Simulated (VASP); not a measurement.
Write the native input for VASP 6.6.1 that does the following.

| Item | Value |
| --- | --- |
| Task | single point |
| Functional | r2SCAN |
| Potentials or basis | VASP PAW PBE potentials, release 64 (Cd_sv_GW, O) |
| Cutoff | 770 eV |
| k mesh | 9 × 9 × 6 |
| Occupations | fermi-dirac, width 0.1 eV |
| Spin | no spin polarisation |
| Dipole correction | no |
| Further INCAR settings | ALGO = Normal; EDIFF = 1e-06; NBANDS = 23 |

CdO2:

```
Cd O
1.0
     3.39229    0.00000    0.00000
    -1.69615    2.93781    0.00000
     0.00000    0.00000    3.67887
Cd O
1 2
Direct
  0.00000 0.00000 0.00000
  0.66667 0.33333 0.72601
  0.33333 0.66667 0.27399
```

These files were run (other wordings do the same):

POSCAR

```
CdO2
1.0
    3.3922926503      0.0000000000      0.0000000000
   -1.6961463251      2.9378116122      0.0000000000
    0.0000000000      0.0000000000      3.6788668932
Cd O
1 2
Direct
    0.0000000000      0.0000000000      0.0000000000
    0.6666666667      0.3333333333      0.7260118235
    0.3333333333      0.6666666667      0.2739881765
```

INCAR.step1

```
PREC     = Accurate       # precision mode
ENCUT    = 770            # plane-wave cutoff, eV
ISMEAR   = -1             # smearing method
SIGMA    = 0.1            # smearing width, eV
LREAL    = F              # projectors in reciprocal space
LASPH    = T              # aspherical terms in the spheres
NELM     = 120            # most SCF steps
NBANDS   = 23             # bands
GGA      = PE             # functional
ALGO     = Normal         # electronic algorithm
EDIFF    = 1E-5           # SCF threshold, eV
LWAVE    = T              # write WAVECAR
LCHARG   = F              # write CHGCAR
GGA_COMPAT= F
```

INCAR.step2

```
PREC     = Accurate       # precision mode
ENCUT    = 770            # plane-wave cutoff, eV
EDIFF    = 1E-6           # SCF threshold, eV
ISMEAR   = -1             # smearing method
SIGMA    = 0.1            # smearing width, eV
LREAL    = F              # projectors in reciprocal space
LASPH    = T              # aspherical terms in the spheres
NELM     = 120            # most SCF steps
ALGO     = Normal         # electronic algorithm
ISIF     = 2              # what is computed and relaxed
LWAVE    = F              # write WAVECAR
LCHARG   = F              # write CHGCAR
METAGGA  = R2SCAN         # meta-GGA
LMIXTAU  = T            
NBANDS   = 23             # bands
ISTART   = 1            
GGA_COMPAT= F
```

KPOINTS

```
Automatic mesh
0
Gamma
  9 9 6
```

Potentials or basis: VASP PAW PBE potentials, release 64 (Cd_sv_GW, O).

Run with:

```sh
$ cat potpaw_PBE.64/Cd_sv_GW/POTCAR potpaw_PBE.64/O/POTCAR > POTCAR
$ cp INCAR.step1 INCAR
$ mpirun -np 1 vasp_std > vasp.out
$ cp INCAR.step2 INCAR
$ mpirun -np 1 vasp_std > vasp.out
```

Results of the run:

| Property | Result |
| --- | --- |
| Pressure | -2.2 GPa |
| Band gap on the k mesh | zero (bands 16 and 17 overlap by 1.65 eV) |

Caveat: the PAW data sets were made with another functional, which shifts forces and pressure a little.

Wall time 120 s on 1 thread of Intel(R) Xeon(R) 6975P-C (Granite Rapids), on a shared host, peak memory 0.26 GiB.
